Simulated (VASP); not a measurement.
# K (R-3m) in VASP: electric field gradients with r2SCAN

Aim: the electric field gradients of K with r2SCAN.

Everything below comes from runs of VASP 6.6.1. Logs are shortened: lines on timing, memory, paths and dates and some standing lists are left out, and cuts for length are marked.

## (1) The cell of the first run

It takes space group R-3m (No. 166, trigonal). The conventional cell has a = 4.893 Å, b = 4.893 Å, c = 11.280 Å, α = 90.00°, β = 90.00°, γ = 120.00°.

## (2) Electric field gradients, r2SCAN (equal xy, yz and zx shear strains of -4 %)

Input file POSCAR:

```
K
1.0
   -0.1356749127      3.3240353616      3.3240353616
    3.3240353616     -0.1356749127      3.3240353616
    3.3240353616      3.3240353616     -0.1356749127
K
1
Direct
    0.0000000000      0.0000000000      0.0000000000
```

Input file INCAR.step1:

```
PREC = Accurate
ENCUT = 520
ISMEAR = -1
SIGMA = 0.05
LREAL = False
LASPH = True
NELM = 60
NBANDS = 10
GGA = PE
ALGO = Normal
EDIFF = 1E-4
LWAVE = True
LCHARG = False
```

Input file INCAR.step2:

```
PREC = Accurate
ENCUT = 520
EDIFF = 1E-8
ISMEAR = -1
SIGMA = 0.05
LREAL = False
LASPH = True
NELM = 60
ALGO = Normal
ISIF = 2
LWAVE = False
LCHARG = False
METAGGA = R2SCAN
LMIXTAU = True
LEFG = True
NBANDS = 10
ISTART = 1
```

Input file KPOINTS:

```
regular mesh
0
Gamma
  11 11 11
```

Potentials or basis: VASP PAW PBE potentials, release 64 (K_sv).

Run with:

```
$ cat potpaw_PBE.64/K_sv/POTCAR > POTCAR
$ cp INCAR.step1 INCAR
$ mpirun -np 1 vasp_std > vasp.out
$ cp INCAR.step2 INCAR
$ mpirun -np 1 vasp_std > vasp.out
```

OUTCAR:

```text
PREC = Accurate
   ENCUT = 520
   EDIFF = 1E-8
   ISMEAR = -1
   LREAL = False
   LASPH = True
   NELM = 60
   ISIF = 2
   METAGGA = R2SCAN
   ISTART = 1

 ion  position               nearest neighbor table
   1  0.000  0.000  0.000-

  LATTYP: Found a trigonal (rhomboedric) cell.
 ALAT       =     4.7028533735
 COS(alpha) =     0.4588014981

  Lattice vectors:

 A1 = (  -0.1356749127,   3.3240353616,   3.3240353616)
 A2 = (   3.3240353616,  -0.1356749127,   3.3240353616)
 A3 = (   3.3240353616,   3.3240353616,  -0.1356749127)

Analysis of symmetry for initial positions (statically):
=====================================================================
 Subroutine PRICEL returns:
 Original cell was already a primitive cell.

 Routine SETGRP: Setting up the symmetry group for a
 trigonal (rhombohedral) supercell.

 Subroutine GETGRP returns: Found 12 space group operations
 (whereof 12 operations were pure point group operations)
 out of a pool of 12 trial point group operations.

The static configuration has the point symmetry D_3d.

Analysis of symmetry for dynamics (positions and initial velocities):
=====================================================================
 Subroutine PRICEL returns:
 Original cell was already a primitive cell.

 Routine SETGRP: Setting up the symmetry group for a
 trigonal (rhombohedral) supercell.

 Subroutine GETGRP returns: Found 12 space group operations
 (whereof 12 operations were pure point group operations)
 out of a pool of 12 trial point group operations.

The dynamic configuration has the point symmetry D_3d.

 Subroutine INISYM returns: Found 12 space group operations
 (whereof 12 operations are pure point group operations),
 and found     1 'primitive' translations

----------------------------------------------------------------------------------------

                                     Primitive cell

  volume of cell :      77.9507

  direct lattice vectors                    reciprocal lattice vectors
    -0.135674913  3.324035362  3.324035362    -0.141509923  0.147531621  0.147531621
     3.324035362 -0.135674913  3.324035362     0.147531621 -0.141509923  0.147531621
     3.324035362  3.324035362 -0.135674913     0.147531621  0.147531621 -0.141509923

  length of vectors
     4.702853373  4.702853373  4.702853373     0.252103584  0.252103584  0.252103584

  position of ions in fractional coordinates (direct lattice)
     0.000000000  0.000000000  0.000000000

  ion indices of the primitive-cell ions
   primitive index   ion index
                 1           1

----------------------------------------------------------------------------------------

 KPOINTS: regular mesh

Automatic generation of k-mesh.
 Grid dimensions read from file:
 generate k-points for:   11   11   11

 Generating k-lattice:

  Cartesian coordinates                     Fractional coordinates (reciprocal lattice)
    -0.012864538  0.013411966  0.013411966     0.090909091  0.000000000  0.000000000
     0.013411966 -0.012864538  0.013411966     0.000000000  0.090909091  0.000000000
     0.013411966  0.013411966 -0.012864538     0.000000000  0.000000000  0.090909091

  Length of vectors
     0.022918508  0.022918508  0.022918508

  Shift w.r.t. Gamma in fractional coordinates (k-lattice)
     0.000000000  0.000000000  0.000000000

 Subroutine IBZKPT returns following result:
 ===========================================

 Found    146 irreducible k-points:

 Following reciprocal coordinates:
            Coordinates               Weight
  0.000000  0.000000  0.000000      1.000000
  0.090909  0.000000  0.000000      6.000000
  0.181818  0.000000  0.000000      6.000000
  0.272727 -0.000000 -0.000000      6.000000
  0.363636  0.000000  0.000000      6.000000
  0.454545  0.000000  0.000000      6.000000
[... 16 lines left out ...]
 -0.272727  0.181818  0.000000     12.000000
 -0.181818  0.181818  0.000000      6.000000
 [... further k-points ...]
   k-points           NKPTS =    146   k-points in BZ     NKDIM =    146   number of bands    NBANDS=     10
   number of dos      NEDOS =    301   number of ions     NIONS =      1
   total plane-waves  NPLWV =  46656
   dimension x,y,z NGX =    36 NGY =   36 NGZ =   36
   dimension x,y,z NGXF=    72 NGYF=   72 NGZF=   72
   ions per type =               1
   NGX,Y,Z   is equivalent  to a cutoff of  12.73, 12.73, 12.73 a.u.
   NGXF,Y,Z  is equivalent  to a cutoff of  25.45, 25.45, 25.45 a.u.
 SYSTEM =  unknown system
   PREC   = accura    normal or accurate (medium, high low for compatibility)
   ISTART =      1    job   : 0-new  1-cont  2-samecut
   ICHARG =      0    charge: 1-file 2-atom 10-const
   ISPIN  =      1    spin polarized calculation?
   LNONCOLLINEAR =      F non collinear calculations
   LSORBIT =      F    spin-orbit coupling
   LASPH  =      T    aspherical Exc in radial PAW
   ENCUT  =  520.0 eV  38.22 Ry    6.18 a.u.   8.74  8.74  8.74*2*pi/ulx,y,z
   NELM   =     60;   NELMIN=  2; NELMDL=  0     # of ELM steps
   EDIFF  = 0.1E-07   stopping-criterion for ELM
   LREAL  =      F    real-space projection
   EDIFFG = 0.1E-06   stopping-criterion for IOM
   NSW    =      0    number of steps for IOM
   IBRION =     -1    ionic relax: 0-MD 1-quasi-New 2-CG
   NFREE  =      0    steps in history (QN), initial steepest desc. (CG)
   ISIF   =      2    stress and relaxation
   ISYM   =      2    0-nonsym 1-usesym 2-fastsym
   POTIM  = 0.5000    time-step for ionic-motion
   TEBEG  =    0.0;   TEEND  =   0.0 temperature during run
   PSTRESS=    0.0 pullay stress
   NELECT =       9.0000    total number of electrons
   NUPDOWN=      -1.0000    fix difference up-down
   EMIN   =  10.00;   EMAX   =-10.00  energy-range for DOS
   EFERMI =   0.00;   METHOD = LEGACY
   ISMEAR =    -1;   SIGMA  =   0.05  broadening in eV -4-tet -1-fermi 0-gaus
   EFERMI_NEDOS =   21; number of points for ismear=-14 and -15
   IALGO  =     38    algorithm
   IMIX   =      4    mixing-type and parameters
     AMIX     =   0.40;   BMIX     =  1.00
     AMIX_MAG =   1.60;   BMIX_MAG =  1.00
  volume/ion in A,a.u.               =      77.95       526.04
  Fermi-wavevector in a.u.,A,eV,Ry     =   0.797166  1.506426  8.646150  0.635474
  Thomas-Fermi vector in A             =   1.903831
   LORBIT       =      0    0 simple, 1 ext, 2 COOP (PROOUT), +10 PAW based schemes
   METAGGA = R2SCAN    functional components
   LHFCALC =     F    Hartree Fock is set to
   AEXX    =    0.0000 exact exchange contribution
   IVDW    =     0    specifies the selected vdW correction
   LEPSILON=     F    determine dielectric tensor
   LRPA    =     F    only Hartree local field effects (RPA)
 non-spin polarized calculation
  energy-cutoff  :      520.00
  volume of cell :       77.95
 maximum number of plane-waves:      2115
   NGX = 17   NGY = 17   NGZ = 17

 number of electron       9.0000001 magnetization

 Free energy of the ion-electron system (eV)
  ---------------------------------------------------
  ext. energy  EPLUGINS =         0.00000000
  ---------------------------------------------------
  free energy    TOTEN  =        -6.01099173 eV

  energy without entropy =       -6.00478928  energy(sigma->0) =       -6.00789051

 E-fermi :  -0.1751     XC(G=0):  -5.7643

 val. band max:       -0.1911987100   @ k =   0.4545   0.4545   0.3636
 cond. band min:      -0.1473921621   @ k =   0.4545   0.4545   0.1818
 fundamental gap:      0.0438065479
 Fermi energy:        -0.1750638228

 k-point     1 :       0.0000    0.0000    0.0000
  band No.  band energies     occupation
      1     -33.8831      2.00000
      2     -16.5593      2.00000
      3     -16.5573      2.00000
      4     -16.5573      2.00000
      5      -2.4130      2.00000
      6       4.2476      0.00000
      7       4.2476      0.00000
      8       4.7089      0.00000
      9       5.7324      0.00000
     10       5.7324      0.00000

 k-point     2 :       0.0909    0.0000    0.0000
  band No.  band energies     occupation
      1     -33.8828      2.00000
      2     -16.5623      2.00000
      3     -16.5593      2.00000
      4     -16.5577      2.00000
      5      -2.3166      2.00000
      6       3.9751      0.00000
      7       4.2753      0.00000
      8       4.7133      0.00000
      9       5.6342      0.00000
     10       5.6554      0.00000
[... 274 lines left out ...]
 k-point    24 :      -0.1818    0.1818    0.0000
  band No.  band energies     occupation
      1     -33.8812      2.00000
      2     -16.5840      2.00000
      3     -16.5726      2.00000
      4     -16.5615      2.00000
      5      -1.4328      2.00000
      6       2.6883      0.00000
      7       3.4421      0.00000
      8       4.9096      0.00000
      9       5.1081      0.00000
     10       6.1049      0.00000

 [... further k-points ...]
[... 5 lines left out ...]
  --------------------------------------------------------------------------------------
  -------------------------------------------------------------------------------------
  Total       -0.0317591     -0.0317591     -0.0317591      0.0380533      0.0380533      0.0380533
  in kB       -0.6527681     -0.6527681     -0.6527681      0.7821376      0.7821376      0.7821376
  external PRESSURE =      -0.6527681 kB  Pullay stress =       0.0000000 kB

 VOLUME and BASIS-vectors are now :
 -----------------------------------------------------------------------------
  energy-cutoff  :      520.00
  volume of cell :       77.95
      direct lattice vectors                 reciprocal lattice vectors
    -0.135674913  3.324035362  3.324035362    -0.141509923  0.147531621  0.147531621
     3.324035362 -0.135674913  3.324035362     0.147531621 -0.141509923  0.147531621
     3.324035362  3.324035362 -0.135674913     0.147531621  0.147531621 -0.141509923

 POSITION                                       TOTAL-FORCE (eV/Angst)
 -----------------------------------------------------------------------------------
      0.00000      0.00000      0.00000         0.000000      0.000000      0.000000
 -----------------------------------------------------------------------------------
    total drift:                               -0.000000      0.000000      0.000000

  FREE ENERGIE OF THE ION-ELECTRON SYSTEM (eV)
  ---------------------------------------------------
  free  energy   TOTEN  =        -6.0109917296 eV

  energy  without entropy=       -6.0047892815  energy(sigma->0) =       -6.00789051

 Electric field gradients (V/A^2)
---------------------------------------------------------------------
 ion       V_xx      V_yy      V_zz      V_xy      V_xz      V_yz
---------------------------------------------------------------------
   1      -0.000     0.000    -0.000     0.710     0.710     0.710
---------------------------------------------------------------------

 Electric field gradients after diagonalization (V/A^2)
 (convention: |V_zz| > |V_xx| > |V_yy|)
----------------------------------------------------------------------
 ion       V_xx      V_yy      V_zz     asymmetry (V_yy - V_xx)/ V_zz
----------------------------------------------------------------------
   1      -0.710    -0.710     1.420       0.000
----------------------------------------------------------------------

           NMR quadrupolar parameters

 Cq : quadrupolar parameter    Cq=e*Q*V_zz/h
 eta: asymmetry parameters     (V_yy - V_xx)/ V_zz
 Q  : nuclear electric quadrupole moment in mb (millibarn)
----------------------------------------------------------------------
 ion       Cq(MHz)       eta       Q (mb)
----------------------------------------------------------------------
   1       0.003       0.000       1.000
----------------------------------------------------------------------
```

Wall time 4.9 min (1 thread of Intel Xeon Platinum 8375C at 2.90GHz (Ice Lake), shared host); peak memory 0.28 GiB.

What came out:

```yaml
Free_energy: -6.0110 eV
Pressure: -0.1 GPa
```

Stress tensor (GPa, compression positive):
```
-0.07  0.08  0.08
 0.08 -0.07  0.08
 0.08  0.08 -0.07
```

Levels at points of the mesh, in eV from the Fermi level:
```
           k point  band 2  band 3  band 4  band 5  band 6  band 7  band 8  band 9
(0.00, 0.00, 0.00)  -16.38  -16.38  -16.38   -2.24    4.42    4.42    4.88    5.91
```

Electric field gradients, principal values (V/Å²):
| atom | least | middle | greatest (by size) |
| --- | --- | --- | --- |
| 1 K | -0.710 | -0.710 | 1.420 |

Caveat: the cell differs from its parent crystal (equal xy, yz and zx shear strains of -4 %); without QUAD_EFG the Cq values of the log hold for a quadrupole moment of 1 mb, not for the nuclei; the PAW data sets were made with another functional, which shifts forces and pressure a little.
